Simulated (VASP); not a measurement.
# Re: relaxation of cell and atoms with PBEsol

The system is Re.

```
CELL_PARAMETERS angstrom
2.53000 0.00000 0.00000
0.00000 2.53000 0.00000
0.00000 0.00000 2.53000
ATOMIC_POSITIONS crystal
Re 0.00000 0.00000 0.00000
```

This isn't the form of Re at room conditions, which is hcp.

| Property | Result |
| --- | --- |
| Program | VASP 6.6.1 |
| Task | relaxation of cell and atoms |
| Functional | PBEsol |
| Potentials or basis | VASP PAW PBE potentials, release 64 (Re) |
| Cutoff | 600 eV |
| k mesh | 16 × 16 × 16 |
| Occupations | fermi-dirac, width 0.1 eV |
| Spin | no spin polarisation |
| Target pressure | 20 GPa |
| Dipole correction | no |
| Further INCAR settings | ALGO = Normal; EDIFF = 1e-07; IBRION = 2; EDIFFG = -0.02; NSW = 80; ISIF = 3 |

```
Relaxed volume                                             : 15.64 Å³/atom
Relaxed cell                                               : a = 2.501 Å, b = 2.501 Å, c = 2.501 Å, α = 90.00°, β = 90.00°, γ = 90.00°
Space group after relaxing (to 0.1 Å)                      : Pm-3m (No. 221)
Energy change on relaxing (the run minimises the enthalpy) : +47.7 meV/atom
Ionic steps                                                : 4
Pressure after relaxing                                    : 19.9 GPa
Band gap on the k mesh                                     : zero (an odd number of electrons rules out a gap without spin polarisation)
```

The path:
```tsv
step	energy change (eV)	largest force (eV/Å)	pressure (GPa)	volume (Å³)
1	0.0000	0.0000	8.01	16.19
2	0.7246	0.0000	90.11	13.52
3	0.0438	0.0000	19.14	15.67
4	0.0477	0.0000	19.88	15.64
```

Final structure:
```cif
data_structure
_symmetry_space_group_name_H-M 'P 1'
_symmetry_Int_Tables_number 1
_cell_length_a 2.5007
_cell_length_b 2.5007
_cell_length_c 2.5007
_cell_angle_alpha 90.000
_cell_angle_beta 90.000
_cell_angle_gamma 90.000
_cell_volume 15.64
loop_
_atom_site_label
_atom_site_type_symbol
_atom_site_fract_x
_atom_site_fract_y
_atom_site_fract_z
_atom_site_occupancy
Re1 Re 0.00000 0.00000 0.00000 1
```

Levels at points of the mesh, in eV from the Fermi level:
```tsv
k point	band 1	band 2	band 3	band 4	band 5	band 6	band 7
(0.00, 0.00, 0.00)	-9.88	-6.00	-6.00	3.99	3.99	3.99	16.06
(0.50, 0.00, 0.00)	-6.26	-4.95	-1.16	-0.19	-0.19	4.44	9.40
(0.50, 0.50, 0.00)	-7.23	-4.21	0.65	0.65	5.03	5.03	7.01
(0.50, 0.50, 0.50)	-5.45	-5.45	-5.45	7.32	7.32	7.62	12.72
```

It took 65 s on 1 thread of Intel Xeon 8259CL (shared host), peak memory 0.15 GiB.

Caveat: the cell is relaxed towards a set pressure, so the run minimises the enthalpy, not the energy; the PAW data sets were made with another functional, which shifts forces and pressure a little; spin-orbit coupling is left out, which moves the levels of the heavy elements.
